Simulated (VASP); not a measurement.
Here is a VASP 6.6.1 calculation.

File INCAR:

```
  ALGO = Normal
  EDIFF = 1E-7
  ENCUT = 520
  ISIF = 2
  ISMEAR = -1
  LASPH = T
  LCHARG = T
  LELF = T
  LREAL = F
  LVHAR = T
  LWAVE = F
  NBANDS = 8
  NELM = 60
  PREC = Accurate
  SIGMA = 0.1
```

File KPOINTS:

```
k-points
0
Gamma
  17 17 17
```

File POSCAR:

```
As
1.0
    0.0000000000      1.7590920796      1.7590920796
    1.7590920796      0.0000000000      1.7590920796
    1.7590920796      1.7590920796      0.0000000000
As
1
Direct
    0.0000000000      0.0000000000      0.0000000000
```

Potentials or basis: VASP PAW LDA potentials, release 64 (As).

Run with:

```console
$ cat potpaw_LDA.64/As/POTCAR > POTCAR
$ mpirun -np 1 vasp_std > vasp.out
```

**Question.** Predict the pressure.

**Answer.** 147.0 GPa.
